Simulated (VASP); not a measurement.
Wanted: the native input for a VASP 6.6.1 run.

```
Task                   : single point
Functional             : r2SCAN
Potentials or basis    : VASP PAW PBE potentials, release 64 (Na_pv, F)
Cutoff                 : 520 eV
k mesh                 : 10 × 10 × 10
Occupations            : gaussian, width 0.01 eV
Spin                   : no spin polarisation
Dipole correction      : no
Further INCAR settings : ALGO = Normal; EDIFF = 1e-07; NBANDS = 14
```

NaF:

```
CELL_PARAMETERS angstrom
2.79349 0.00000 0.00000
0.00000 2.79349 0.00000
0.00000 0.00000 2.79349
ATOMIC_POSITIONS crystal
Na 0.00000 0.00000 0.00000
F 0.50000 0.50000 0.50000
```

The input as run:

POSCAR

```
NaF
1.0
    2.7934851974      0.0000000000      0.0000000000
    0.0000000000      2.7934851974      0.0000000000
    0.0000000000      0.0000000000      2.7934851974
Na F
1 1
Direct
    0.0000000000      0.0000000000      0.0000000000
    0.5000000000      0.5000000000      0.5000000000
```

INCAR.step1

```
PREC = Accurate
ENCUT = 520
ISMEAR = 0
SIGMA = 0.01
LREAL = F
LASPH = T
NELM = 60
NBANDS = 14
GGA = PE
ALGO = Normal
EDIFF = 1E-4
LWAVE = T
LCHARG = F
```

INCAR.step2

```
PREC = Accurate
ENCUT = 520
EDIFF = 1E-7
ISMEAR = 0
SIGMA = 0.01
LREAL = F
LASPH = T
NELM = 60
ALGO = Normal
ISIF = 2
LWAVE = F
LCHARG = F
METAGGA = R2SCAN
LMIXTAU = T
NBANDS = 14
ISTART = 1
```

KPOINTS

```
regular mesh
0
Gamma
  10 10 10
```

Potentials or basis: VASP PAW PBE potentials, release 64 (Na_pv, F).

The run is started by

```bash
$ cat potpaw_PBE.64/Na_pv/POTCAR potpaw_PBE.64/F/POTCAR > POTCAR
$ cp INCAR.step1 INCAR
$ mpirun -np 1 vasp_std > vasp.out
$ cp INCAR.step2 INCAR
$ mpirun -np 1 vasp_std > vasp.out
```

Results of the run:

The pressure is -0.9 GPa and the band gap on the k mesh is 7.11 eV, indirect (least direct gap 7.45 eV).

Caveat: the PAW data sets were made with another functional, which shifts forces and pressure a little.

Run time: 27 s on 1 thread of Intel(R) Xeon(R) Platinum 8488C (Sapphire Rapids), on a shared host, peak memory 0.14 GiB.
